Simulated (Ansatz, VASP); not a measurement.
## One calculation of Sb, two programs

```
Sb
1.0
     4.57705    0.00000    0.00000
     0.00000    4.57705    0.00000
     0.00000    0.00000    4.57705
Sb
3
Cartesian
  0.0000 0.0000 2.2885
  0.0000 2.2885 0.0000
  2.2885 0.0000 0.0000
```

Alike in both runs: functional PBE; k mesh 10 × 10 × 10; occupations gaussian, width 0.1 eV; no spin polarisation.

Ansatz relaxed the structure, and its values are those at the end. VASP's run is a single point on that final structure, the one shown.

```csv
,VASP,Ansatz
version,VASP 6.6.1,Ansatz 0.2.0
potentials or method,"VASP PAW PBE potentials, release 64 (Sb), cutoff 520 eV","scalar-relativistic, plane waves, PAW"
valence electrons in the cell,15,45
```

|  | VASP | Ansatz | Ansatz less VASP |
| --- | --- | --- | --- |
| gap on the k mesh at the Fermi level (eV) | none | none | - |
| pressure (GPa) | -0.1 | 0.0 | +0.06 |

A gap of «none» marks a metal or a gap that the smearing closes. VASP's potentials hold 15 valence electrons a cell and Ansatz's 45, so a difference there can come from the potentials and not from the codes.

Neither program's run includes spin-orbit coupling.
